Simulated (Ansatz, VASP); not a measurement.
## One calculation of In7MoAs8, two programs

```xyz
16
Lattice="0.0000 6.0580 6.0580 6.0580 0.0000 6.0580 6.0580 6.0580 0.0000" Properties=species:S:1:pos:R:3 pbc="T T T"
Mo   12.1104   12.1108   12.1113
In    9.0816    3.0265    6.0554
In    9.0844   12.1121    9.0848
In    6.0545    9.0846    9.0844
In   12.1104    9.0802    9.0835
In    9.0800    6.0552    9.0852
In    9.0809    9.0834    6.0607
In    6.0513    6.0526    6.0544
As    1.4486    1.4469    1.4491
As    4.5993    4.6021    1.4515
As    4.5998    1.4519    4.6036
As    7.5673    4.5421    4.5415
As    1.4473    4.5988    4.6027
As    4.5381    7.5671    4.5425
As    4.5406    4.5404    7.5701
As    7.5637    7.5661    7.5688
```

Alike in both runs: task single point; functional PBEsol; k mesh 3 × 3 × 3; occupations gaussian, width 0.05 eV; no spin polarisation.

```csv
,VASP,Ansatz
version,VASP 6.6.1,Ansatz 0.2.0
potentials or method,"VASP PAW PBE potentials, release 64 (Mo_sv, In_d, As), cutoff 500 eV","scalar-relativistic, plane waves, PAW"
valence electrons in the cell,145,225
```

```tsv
	VASP	Ansatz	Ansatz less VASP
gap on the k mesh at the Fermi level (eV)	none	none	-
pressure (GPa)	-0.7	-0.8	-0.10
rms of the force components (eV/Å)	0.206	0.209	+0.0023
```

VASP's potentials were made for PBE, not for PBEsol. Atom by atom the forces differ by 0.002 eV/Å (rms over components). A gap of «none» marks a metal or a gap that the smearing closes. VASP's potentials hold 145 valence electrons a cell and Ansatz's 225, so a difference there can come from the potentials and not from the codes.
